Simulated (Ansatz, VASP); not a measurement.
**One calculation of Ge2As3, two programs**

```xyz
5
Lattice="3.8732 0.0000 0.0000 0.0000 3.8732 0.0000 0.0000 0.0000 8.4664" Properties=species:S:1:pos:R:3 pbc="T T T"
Ge    0.0000    1.9366    4.2332
Ge    1.9366    0.0000    4.2332
As    1.9366    1.9366    0.0000
As    0.0000    0.0000    7.1289
As    0.0000    0.0000    1.3375
```

Alike in both runs: task relaxation of cell and atoms; functional PBE; k mesh 4 × 4 × 2; occupations gaussian, width 0.1 eV; no spin polarisation.

|  | VASP | Ansatz |
| --- | --- | --- |
| version | VASP 6.6.1 | Ansatz 0.2.0 |
| potentials or method | VASP PAW PBE potentials, release 64 (Ge_d, As), cutoff 600 eV | scalar-relativistic, plane waves, PAW |
| valence electrons in the cell | 43 | 73 |

```csv
,VASP,Ansatz,Ansatz less VASP
"gap on the k mesh at the Fermi level, each at its own relaxed structure (eV)",none,none,-
relaxed volume (Å³/atom),21.04,20.92,-0.119
relaxed length of the cell vector where the two differ most in proportion (Å),3.689,3.682,-0.0076
```

A gap of «none» marks a metal or a gap that the smearing closes. VASP's potentials hold 43 valence electrons a cell and Ansatz's 73, so a difference there can come from the potentials and not from the codes.

The k mesh is coarse, so the values compare programs but aren't converged. Noted on VASP's run: the volume moved by over 15 % at a fixed basis, so the end points are rough; too few bands were computed for a metal, which touches its energy and stress.
